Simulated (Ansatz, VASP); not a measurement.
**One calculation of TaN, two programs**

```
Ta N
1.0
     3.08157    0.00000    0.00000
     1.54079    2.66872    0.00000
     1.54079    0.88957    2.51609
Ta N
1 1
Direct
  0.50000 0.50000 0.50000
  0.00000 0.00000 0.00000
```

Alike in both runs: task single point; functional PBE; k mesh 5 × 5 × 5; no spin polarisation.

|  | VASP | Ansatz |
| --- | --- | --- |
| version | VASP 6.6.1 | Ansatz 0.2.0 |
| potentials or method | VASP PAW PBE potentials, release 64 (Ta_pv, N), cutoff 520 eV | plane waves, PAW |
| occupations | methfessel-paxton of order 1, width 0.1 eV | cold, width 0.1 eV |
| valence electrons in the cell | 16 | 18 |

Ansatz gave:

- pressure (GPa): 14.0

Q: What did VASP give for the same quantities?

A: Pressure (GPa): 14.9.

VASP's potentials hold 16 valence electrons a cell and Ansatz's 18, so a difference there can come from the potentials and not from the codes.

The k mesh is coarse, so the values compare programs but aren't converged. Spin-orbit coupling is off throughout.
